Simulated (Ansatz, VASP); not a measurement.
## Rh: VASP beside Ansatz

Contents of INCAR:

```
  PREC = Accurate
  ENCUT = 520
  EDIFF = 1E-6
  ISMEAR = 0
  SIGMA = 0.024
  LREAL = F
  LASPH = T
  NELM = 100
  ALGO = Normal
  ISIF = 2
  LWAVE = F
  LCHARG = F
  GGA = PE
  NBANDS = 14
```

KPOINTS

```
regular mesh
0
Gamma
  12 12 12
```

Contents of POSCAR:

```
Rh
1.0
    0.0000000000      1.8978500000      1.8978500000
    1.8978500000      0.0000000000      1.8978500000
    1.8978500000      1.8978500000      0.0000000000
Rh
1
Direct
    0.0000000000      0.0000000000      0.0000000000
```

File input.yaml:

```yaml
crystal:
  lattice:
    - [0.0, 1.89785, 1.89785]
    - [1.89785, 0.0, 1.89785]
    - [1.89785, 1.89785, 0.0]
  atoms:
    - { symbol: Rh, position: [0.0, 0.0, 0.0] }
kpoints:
  mp_grid: { grid: [12, 12, 12] }
scf:
  occupations: { method: gaussian, width: 0.024 }
hamiltonian:
  xc: pbe
  pseudopotentials: { kind: all_electron, lapw: { basis_error: 0.001 } }
output:
  forces: true
  stress: true
  eigenvalues: true
```

Alike in both runs: task single point; functional PBE; k mesh 12 × 12 × 12; occupations gaussian, width 0.024 eV; no spin polarisation.

```csv
,VASP,Ansatz
version,VASP 6.6.1,Ansatz 0.2.0
potentials or method,"VASP PAW PBE potentials, release 64 (Rh_pv), cutoff 520 eV","all-electron LAPW, scalar-relativistic"
```

VASP gave:

```
gap on the k mesh at the Fermi level (eV) : none
pressure (GPa)                            : 7.4
```

Task: Estimate Ansatz's values.

Result: gap on the k mesh at the Fermi level (eV): none; pressure (GPa): 7.2.

A gap of «none» marks a metal or a gap that the smearing closes. Ansatz ran all-electron here, and VASP with PAW potentials.
